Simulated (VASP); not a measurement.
Input of a VASP 6.6.1 run:

Contents of INCAR:

```
ALGO = Normal
EDIFF = 1E-8
ENCUT = 400
GGA = PS
GGA_COMPAT = False
ISIF = 2
ISMEAR = 0
LASPH = True
LCHARG = False
LEPSILON = True
LREAL = False
LWAVE = False
NELM = 120
PREC = Accurate
SIGMA = 0.01
```

File KPOINTS:

```
k-points
0
Gamma
  4 4 4
```

File POSCAR:

```
CsI
1.0
    4.5667000000      0.0000000000      0.0000000000
    0.0000000000      4.5667000000      0.0000000000
    0.0000000000      0.0000000000      4.5667000000
Cs I
1 1
Direct
    0.0000000000      0.0000000000      0.0000000000
    0.5000000000      0.5000000000      0.5000000000
```

Potentials or basis: VASP PAW PBE potentials, release 64 (Cs_sv, I).

Command:

```console
$ cat potpaw_PBE.64/Cs_sv/POTCAR potpaw_PBE.64/I/POTCAR > POTCAR
$ mpirun -np 1 vasp_std > vasp.out
```

Task: What does it give for the electronic dielectric tensor (diagonal)?

Result: 3.46.

Task: Estimate the Born charges (mean of the diagonal).

Result: Cs +1.35; I -1.35 e.

Task: What does it give for the band gap on the k mesh?

Result: 3.70 eV, indirect (least direct gap 3.79 eV).

Electronic dielectric tensor:
```
3.46 0.00 0.00
0.00 3.46 0.00
0.00 0.00 3.46
```

Caveat: spin-orbit coupling is left out, which moves the levels of the heavy elements. A k mesh can miss the band edges.
